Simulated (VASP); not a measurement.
# Ga (I4/mmm) in VASP: a series of runs, part 2 of 2

VASP 6.6.1. The steps go on from the part before.

## (3) Electric field gradients, LDA (volume scaled by 1.06)

INCAR

```
SYSTEM = Ga
PREC = Accurate ; ENCUT = 520
EDIFF = 1E-8 ; ISMEAR = -1
SIGMA = 0.05 ; LREAL = .FALSE.
LASPH = .TRUE. ; NELM = 100
ALGO = Normal ; ISIF = 2
LWAVE = .FALSE. ; LCHARG = .FALSE.
GGA = CA ; LEFG = .TRUE.
ISYM = 0 ; NBANDS = 12
```

KPOINTS

```
Automatic mesh
0
G
  14 14 16
  0 0 0
```

POSCAR

```
Ga
1.0
   -1.4315364027      1.4315364027      2.2727169812
    1.4315364027     -1.4315364027      2.2727169812
    1.4315364027      1.4315364027     -2.2727169812
Ga
1
Direct
    0.0000000000      0.0000000000      0.0000000000
```

Potentials or basis: VASP PAW LDA potentials, release 64 (Ga_d).

On the command line:

```console
cat potpaw_LDA.64/Ga_d/POTCAR > POTCAR
mpirun -np 1 vasp_std > vasp.out
```

OUTCAR:

```text
SYSTEM = Ga
   PREC = Accurate
   ENCUT = 520
   EDIFF = 1E-8
   ISMEAR = -1
   LREAL = .FALSE.
   LASPH = .TRUE.
   NELM = 100
   ISIF = 2
   GGA = CA
   ISYM = 0

 ion  position               nearest neighbor table
   1  0.000  0.000  0.000-

IMPORTANT INFORMATION: All symmetrisations will be switched off!
NOSYMM: (Re-)initialisation of all symmetry stuff for point group C_1.

----------------------------------------------------------------------------------------

                                     Primitive cell

  volume of cell :      18.6299

  direct lattice vectors                    reciprocal lattice vectors
    -1.431536403  1.431536403  2.272716981     0.000000000  0.349275086  0.220000996
     1.431536403 -1.431536403  2.272716981     0.349275086  0.000000000  0.220000996
     1.431536403  1.431536403 -2.272716981     0.349275086  0.349275086  0.000000000

  length of vectors
     3.043654944  3.043654944  3.043654944     0.412787505  0.412787505  0.493949563

  position of ions in fractional coordinates (direct lattice)
     0.000000000  0.000000000  0.000000000

  ion indices of the primitive-cell ions
   primitive index   ion index
                 1           1

----------------------------------------------------------------------------------------

 KPOINTS: Automatic mesh

Automatic generation of k-mesh.
 Grid dimensions read from file:
 generate k-points for:   14   14   16

 Generating k-lattice:

  Cartesian coordinates                     Fractional coordinates (reciprocal lattice)
     0.000000000  0.024948220  0.015714357     0.071428571 -0.000000000  0.000000000
     0.024948220  0.000000000  0.015714357    -0.000000000  0.071428571  0.000000000
     0.021829693  0.021829693  0.000000000     0.000000000  0.000000000  0.062500000

  Length of vectors
     0.029484822  0.029484822  0.030871848

  Shift w.r.t. Gamma in fractional coordinates (k-lattice)
     0.000000000  0.000000000  0.000000000

 -----------------------------------------------------------------------------
|                                                                             |
|           W    W    AA    RRRRR   N    N  II  N    N   GGGG   !!!           |
|           W    W   A  A   R    R  NN   N  II  NN   N  G    G  !!!           |
|           W    W  A    A  R    R  N N  N  II  N N  N  G       !!!           |
|           W WW W  AAAAAA  RRRRR   N  N N  II  N  N N  G  GGG   !            |
|           WW  WW  A    A  R   R   N   NN  II  N   NN  G    G                |
|           W    W  A    A  R    R  N    N  II  N    N   GGGG   !!!           |
|                                                                             |
|     Your reciprocal lattice and k-lattice belong to different lattice       |
|     classes:                                                                |
|                                                                             |
|        The reciprocal lattice is body-centered tetragonal,                  |
|        whereas your k-lattice is base-centered monoclinic.                  |
|                                                                             |
|     Results are often still useful ...                                      |
|                                                                             |
 -----------------------------------------------------------------------------

 WARNING: IBZKPT: internal override: KBLOWUP is changed to .FALSE.
[... 69 lines left out ...]
   IALGO  =     38    algorithm
   IMIX   =      4    mixing-type and parameters
     AMIX     =   0.40;   BMIX     =  1.00
     AMIX_MAG =   1.60;   BMIX_MAG =  1.00
  volume/ion in A,a.u.               =      18.63       125.72
  Fermi-wavevector in a.u.,A,eV,Ry     =   1.452064  2.744004 28.687765  2.108491
  Thomas-Fermi vector in A             =   2.569489
   LORBIT       =      0    0 simple, 1 ext, 2 COOP (PROOUT), +10 PAW based schemes
   GGA     = CA    functional components
   LHFCALC =     F    Hartree Fock is set to
   AEXX    =    0.0000 exact exchange contribution
   IVDW    =     0    specifies the selected vdW correction
   LEPSILON=     F    determine dielectric tensor
   LRPA    =     F    only Hartree local field effects (RPA)
 non-spin polarized calculation
  energy-cutoff  :      520.00
  volume of cell :       18.63
 maximum number of plane-waves:       517
   NGX = 11   NGY = 11   NGZ = 11

 number of electron      13.0000002 magnetization

 Free energy of the ion-electron system (eV)
  ---------------------------------------------------
  ext. energy  EPLUGINS =         0.00000000
  ---------------------------------------------------
  free energy    TOTEN  =        -3.54214009 eV

  energy without entropy =       -3.53886928  energy(sigma->0) =       -3.54050468

 E-fermi :   5.4129     XC(G=0): -11.3928

 val. band max:        5.4063288666   @ k =   0.3571  -0.2143   0.4375
 cond. band min:       5.4149604715   @ k =  -0.3571   0.4286   0.1250
 fundamental gap:      0.0086316049
 Fermi energy:         5.4129464804

 k-point     1 :       0.0000    0.0000    0.0000
  band No.  band energies     occupation
      1      -9.6611      2.00000
      2      -9.5460      2.00000
      3      -9.5455      2.00000
      4      -9.5269      2.00000
      5      -9.4040      2.00000
      6      -5.7274      2.00000
      7      17.5912      0.00000
      8      17.6261      0.00000
      9      17.6268      0.00000
     10      21.3787      0.00000
     11      21.6567      0.00000
     12      22.0356      0.00000
[... 331 lines left out ...]
 k-point    24 :       0.0714    0.1429    0.0000
  band No.  band energies     occupation
      1      -9.6376      2.00000
      2      -9.5558      2.00000
      3      -9.5277      2.00000
      4      -9.5015      2.00000
      5      -9.4135      2.00000
      6      -4.9075      2.00000
      7      12.6082      0.00000
      8      14.8483      0.00000
      9      16.8362      0.00000
     10      20.2250      0.00000
     11      20.8991      0.00000
     12      22.9400      0.00000

 [... further k-points ...]
[... 5 lines left out ...]
  --------------------------------------------------------------------------------------
  -------------------------------------------------------------------------------------
  Total       -0.5224417     -0.5224415     -0.5191399     -0.0172533      0.0133181      0.0133180
  in kB      -44.9301949    -44.9301752    -44.6462379     -1.4837945      1.1453654      1.1453540
  external PRESSURE =     -44.8355360 kB  Pullay stress =       0.0000000 kB

 VOLUME and BASIS-vectors are now :
 -----------------------------------------------------------------------------
  energy-cutoff  :      520.00
  volume of cell :       18.63
      direct lattice vectors                 reciprocal lattice vectors
    -1.431536403  1.431536403  2.272716981     0.000000000  0.349275086  0.220000996
     1.431536403 -1.431536403  2.272716981     0.349275086  0.000000000  0.220000996
     1.431536403  1.431536403 -2.272716981     0.349275086  0.349275086  0.000000000

 POSITION                                       TOTAL-FORCE (eV/Angst)
 -----------------------------------------------------------------------------------
      0.00000      0.00000      0.00000        -0.000000      0.000000      0.000000
 -----------------------------------------------------------------------------------
    total drift:                               -0.000000      0.000000      0.000000

  FREE ENERGIE OF THE ION-ELECTRON SYSTEM (eV)
  ---------------------------------------------------
  free  energy   TOTEN  =        -3.5421400887 eV

  energy  without entropy=       -3.5388692791  energy(sigma->0) =       -3.54050468

 Electric field gradients (V/A^2)
---------------------------------------------------------------------
 ion       V_xx      V_yy      V_zz      V_xy      V_xz      V_yz
---------------------------------------------------------------------
   1      -9.838    -9.838    19.676     0.814     0.439     0.439
---------------------------------------------------------------------

 Electric field gradients after diagonalization (V/A^2)
 (convention: |V_zz| > |V_xx| > |V_yy|)
----------------------------------------------------------------------
 ion       V_xx      V_yy      V_zz     asymmetry (V_yy - V_xx)/ V_zz
----------------------------------------------------------------------
   1     -10.652    -9.037    19.690       0.082
----------------------------------------------------------------------

           NMR quadrupolar parameters

 Cq : quadrupolar parameter    Cq=e*Q*V_zz/h
 eta: asymmetry parameters     (V_yy - V_xx)/ V_zz
 Q  : nuclear electric quadrupole moment in mb (millibarn)
----------------------------------------------------------------------
 ion       Cq(MHz)       eta       Q (mb)
----------------------------------------------------------------------
   1       0.048       0.082       1.000
----------------------------------------------------------------------
```

OSZICAR:

```text
N       E                     dE             d eps       ncg     rms          rms(c)
DAV:   1     0.436963596355E+02    0.43696E+02   -0.66705E+03 40756   0.188E+03
DAV:   2    -0.134721482099E+01   -0.45044E+02   -0.43302E+02 39812   0.264E+02
DAV:   3    -0.355933075176E+01   -0.22121E+01   -0.22066E+01 43208   0.465E+01
DAV:   4    -0.357784501035E+01   -0.18514E-01   -0.18512E-01 43328   0.457E+00
DAV:   5    -0.357803806636E+01   -0.19306E-03   -0.19305E-03 44672   0.449E-01    0.852E-01
DAV:   6    -0.354968858541E+01    0.28349E-01   -0.41933E-02 46880   0.409E+00    0.411E-01
DAV:   7    -0.354291481358E+01    0.67738E-02   -0.71826E-03 49844   0.132E+00    0.114E-01
DAV:   8    -0.354214081769E+01    0.77400E-03   -0.75855E-04 47696   0.481E-01    0.859E-03
DAV:   9    -0.354214006161E+01    0.75607E-06   -0.58616E-06 46756   0.376E-02    0.278E-03
DAV:  10    -0.354214009539E+01   -0.33778E-07   -0.12686E-07 44200   0.448E-03    0.259E-04
DAV:  11    -0.354214008873E+01    0.66593E-08   -0.55166E-09 31388   0.124E-03
   1 F= -.35421401E+01 E0= -.35405047E+01  d E =-.327081E-02
```

It took 81 s on 1 thread of Intel Xeon 6975P-C (Granite Rapids), shared host; peak memory 0.42 GiB.

Results:

```yaml
Free_energy: -3.5421 eV
Pressure: -4.5 GPa
```

Stress tensor (GPa, compression positive):
```
-4.49 -0.15  0.11
-0.15 -4.49  0.11
 0.11  0.11 -4.46
```

Electric field gradients, principal values (V/Å²):
```tsv
atom	least	middle	greatest (by size)
1 Ga	-9.037	-10.652	19.690
```

Caveat: without QUAD_EFG the Cq values of the log hold for a quadrupole moment of 1 mb, not for the nuclei.
